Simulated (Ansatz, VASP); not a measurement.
**Two plane-wave programs on CdSe**

```
Cd Se
1.0
     0.00000    2.97575    3.19371
     2.97575    0.00000    3.19371
     2.97575    2.97575    0.00000
Cd Se
1 1
Direct
  0.00000 0.00000 0.00000
  0.25000 0.25000 0.25000
```

Change from the starting cell: epitaxial_xy strain -3.0%.

Alike in both runs: task single point; functional PBE; k mesh 8 × 8 × 8; occupations fermi-dirac, width 0.02 eV; no spin polarisation.

|  | VASP | Ansatz |
| --- | --- | --- |
| version | VASP 6.6.1 | Ansatz 0.2.0 |
| potentials or method | VASP PAW PBE potentials, release 64 (Cd, Se) | plane waves, PAW |
| plane-wave cutoff (eV) | 520 | 420 |
| valence electrons in the cell | 18 | 36 |

VASP gave:

| Property | Result |
| --- | --- |
| pressure (GPa) | 2.7 |
| traceless stress, the component that is largest in VASP (GPa) | -0.83 |

Which values does Ansatz return?

Pressure (GPa): 2.4; traceless stress, the component that is largest in VASP (GPa): -0.85.

With one functional, cell and mesh, what is left measures potentials, basis and numerics. VASP's potentials hold 18 valence electrons a cell and Ansatz's 36, so a difference there can come from the potentials and not from the codes.
